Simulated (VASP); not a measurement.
# HfN (P-6m2) in VASP: notebook, part 3 of 3

VASP 6.6.1.

## (6) Relaxation of shape and atoms at fixed volume, PBE (12.36 Å³/atom)

This run uses another cell than the first one, of 12.36 Å³/atom.

The input, INCAR:

```
SYSTEM = HfN
PREC     = Accurate       ! precision mode
ENCUT    = 600            ! plane-wave cutoff, eV
EDIFF    = 1E-7           ! SCF threshold, eV
ISMEAR   = 0              ! smearing method
SIGMA    = 0.05           ! smearing width, eV
LREAL    = .False.        ! projectors in reciprocal space
LASPH    = .True.         ! aspherical terms in the spheres
NELM     = 120            ! most SCF steps
ALGO     = Normal         ! electronic algorithm
ISIF     = 4              ! what is computed and relaxed
LWAVE    = .False.        ! write WAVECAR
LCHARG   = .False.        ! write CHGCAR
GGA      = PE             ! functional
IBRION   = 2              ! ionic algorithm
NSW      = 60             ! ionic steps
EDIFFG   = -0.01          ! ionic threshold
GGA_COMPAT= .False.      
NELMIN   = 4
```

The input, KPOINTS:

```
regular mesh
0
Gamma
  14 14 12
  0 0 0
```

The input, POSCAR:

```
HfN
1.0
    3.1195388630      0.0000000000      0.0000000000
   -1.5597694315      2.7015999035      0.0000000000
    0.0000000000      0.0000000000      2.9322936854
Hf N
1 1
Direct
    0.0000000000      0.0000000000      0.0000000000
    0.6666666667      0.3333333333      0.5000000000
```

Potentials or basis: VASP PAW PBE potentials, release 64 (Hf_pv, N).

The run is started by

```console
$ cat potpaw_PBE.64/Hf_pv/POTCAR potpaw_PBE.64/N/POTCAR > POTCAR
$ mpirun -np 1 vasp_std > vasp.out
```

OUTCAR:

```text
SYSTEM = HfN
   PREC = Accurate
   ENCUT = 600
   EDIFF = 1E-7
   ISMEAR = 0
   LREAL = .False.
   LASPH = .True.
   NELM = 120
   ISIF = 4
   GGA = PE
   IBRION = 2
   NSW = 60
   EDIFFG = -0.01
   NELMIN = 4

 ion  position               nearest neighbor table
   1  0.000  0.000  0.000-   2 2.32   2 2.32   2 2.32   2 2.32   2 2.32   2 2.32
   2  0.667  0.333  0.500-   1 2.32   1 2.32   1 2.32   1 2.32   1 2.32   1 2.32

  LATTYP: Found a hexagonal cell.
 ALAT       =     3.1195388630
 C/A-ratio  =     0.9399766485

  Lattice vectors:

 A1 = (   3.1195388630,   0.0000000000,   0.0000000000)
 A2 = (  -1.5597694315,   2.7015999035,   0.0000000000)
 A3 = (   0.0000000000,   0.0000000000,   2.9322936854)

Analysis of symmetry for initial positions (statically):
[... 265 lines left out ...]
  band No.  band energies     occupation
      1     -23.6907      2.00000
      2     -23.6907      2.00000
      3     -23.4859      2.00000
      4      -9.3081      2.00000
      5       3.3056      2.00000
      6       3.3056      2.00000
      7       4.4769      2.00000
      8       5.0680      2.00000
      9       8.5728      0.00000
     10      11.4030      0.00000
     11      11.4030      0.00000
[... 309 lines left out ...]
 k-point    24 :       0.3571    0.2857    0.0000
  band No.  band energies     occupation
      1     -24.3475      2.00000
      2     -24.1907      2.00000
      3     -23.3653      2.00000
      4      -7.2304      2.00000
      5       0.8239      2.00000
      6       2.3921      2.00000
      7       3.4469      2.00000
      8       7.6483      0.00000
      9       9.2501      0.00000
     10       9.9229      0.00000
     11      10.7467      0.00000

 [... further k-points ...]

------------------------ aborting loop because EDIFF is reached ----------------------------------------

  FORCE on cell =-STRESS in cart. coord.  units (eV):
  Direction    XX          YY          ZZ          XY          YZ          ZX
  --------------------------------------------------------------------------------------
  -------------------------------------------------------------------------------------
  Total       -0.9905415     -0.9905415     -0.9906372      0.0000000      0.0000000      0.0000000
  in kB      -64.2191212    -64.2191212    -64.2253283      0.0000000      0.0000000      0.0000000
  external PRESSURE =     -64.2211902 kB  Pullay stress =       0.0000000 kB
[... 17 lines left out ...]
  FREE ENERGIE OF THE ION-ELECTRON SYSTEM (eV)
  ---------------------------------------------------
  free  energy   TOTEN  =       -20.9607830623 eV

  energy  without entropy=      -20.9580975074  energy(sigma->0) =      -20.95944028

 reached required accuracy - stopping structural energy minimisation
```

OSZICAR:

```text
N       E                     dE             d eps       ncg     rms          rms(c)
DAV:   1     0.435696184059E+02    0.43570E+02   -0.88603E+03  3696   0.143E+03
DAV:   2    -0.211678446721E+02   -0.64737E+02   -0.61592E+02  4864   0.274E+02
DAV:   3    -0.238924403755E+02   -0.27246E+01   -0.26937E+01  4689   0.497E+01
[... 22 lines left out ...]
DAV:   2    -0.209608238570E+02    0.11801E-03   -0.17260E-04  4574   0.123E-01    0.390E-02
DAV:   3    -0.209607848518E+02    0.39005E-04   -0.40287E-05  5004   0.530E-02    0.182E-02
DAV:   4    -0.209607831763E+02    0.16756E-05   -0.33908E-06  5413   0.160E-02    0.144E-02
DAV:   5    -0.209607830741E+02    0.10218E-06   -0.30276E-07  4101   0.531E-03    0.163E-03
DAV:   6    -0.209607830623E+02    0.11799E-07   -0.16358E-08  2223   0.126E-03
   3 F= -.20960783E+02 E0= -.20959440E+02  d E =-.165346E-03
```

CONTCAR:

```text
HfN
   1.00000000000000
     3.1222850485852152    0.0000000000000000    0.0000000000000000
    -1.5611425242926076    2.7039781699790608   -0.0000000000000000
     0.0000000000000000    0.0000000000000000    2.9271377939890617
  Hf              N
     1     1
Direct
     0.0000000000000000    0.0000000000000000    1.0000000000000000
     0.6666666667000030    0.3333333332999970    0.5000000000000000

  0.00000000E+00  0.00000000E+00  0.00000000E+00
  0.00000000E+00  0.00000000E+00  0.00000000E+00
```

Wall time 2.6 min (1 thread of AMD EPYC 7R13, shared host); peak memory 0.18 GiB.

Results:

| Item | Value |
| --- | --- |
| Free energy | -20.9608 eV |
| Energy gained by relaxing | 0.1 meV/atom |
| Ionic steps | 3 |
| Pressure after relaxing | -6.4 GPa |
| Band gap on the k mesh | zero (an odd number of electrons rules out a gap without spin polarisation) |

Step by step:
```csv
step,energy change (eV),largest force (eV/Å),pressure (GPa),volume (Å³)
1,0.0000,0.0000,-6.48,24.71
2,-0.0001,0.0000,-6.37,24.71
3,-0.0002,0.0000,-6.42,24.71
```

Final structure:
```cif
data_structure
_symmetry_space_group_name_H-M 'P 1'
_symmetry_Int_Tables_number 1
_cell_length_a 3.1223
_cell_length_b 3.1223
_cell_length_c 2.9271
_cell_angle_alpha 90.000
_cell_angle_beta 90.000
_cell_angle_gamma 120.000
_cell_volume 24.71
loop_
_atom_site_label
_atom_site_type_symbol
_atom_site_fract_x
_atom_site_fract_y
_atom_site_fract_z
_atom_site_occupancy
Hf1 Hf 0.00000 0.00000 0.00000 1
N1 N 0.66667 0.33333 0.50000 1
```

Caveat: spin-orbit coupling is left out, which moves the levels of the heavy elements.

## (7) The runs side by side

| task | level | cell | cutoff (eV) | gap on the mesh (eV) | pressure (GPa) |
| --- | --- | --- | --- | --- | --- |
| single point | r2SCAN | a = 3.099, b = 3.099, c = 2.913 Å, angles 90.0, 90.0, 120.0°, 2 atoms | 660 | none | -6.1 |
| relaxation of shape and atoms at fixed volume | PBE | relaxed from a = 3.038, b = 3.038, c = 2.865 Å, angles 90.0, 90.0, 120.0°, 2 atoms | 600 | none | 12.7 |
| relaxation of shape and atoms at fixed volume | PBE | relaxed from a = 3.056, b = 3.056, c = 2.877 Å, angles 90.0, 90.0, 120.0°, 2 atoms | 600 | none | 8.2 |
| relaxation of shape and atoms at fixed volume | PBE | relaxed from a = 3.078, b = 3.078, c = 2.893 Å, angles 90.0, 90.0, 120.0°, 2 atoms | 600 | none | 2.8 |
| relaxation of shape and atoms at fixed volume | PBE | relaxed from a = 3.120, b = 3.120, c = 2.932 Å, angles 90.0, 90.0, 120.0°, 2 atoms | 600 | none | -6.4 |

Alike in all rows: potentials or basis VASP PAW PBE potentials, release 64 (Hf_pv, N); no spin polarisation; k mesh 14 × 14 × 12; smearing gaussian 0.05 eV.

Caveats: spin-orbit coupling is left out, which moves the levels of the heavy elements; the cell stands under tension (at least some runs); the PAW data sets were made with another functional, which shifts forces and pressure a little (at least some runs); the relaxation stopped at its first step, so nothing moved (at least some runs).

Absolute energies hang on the potentials; compare differences alone.
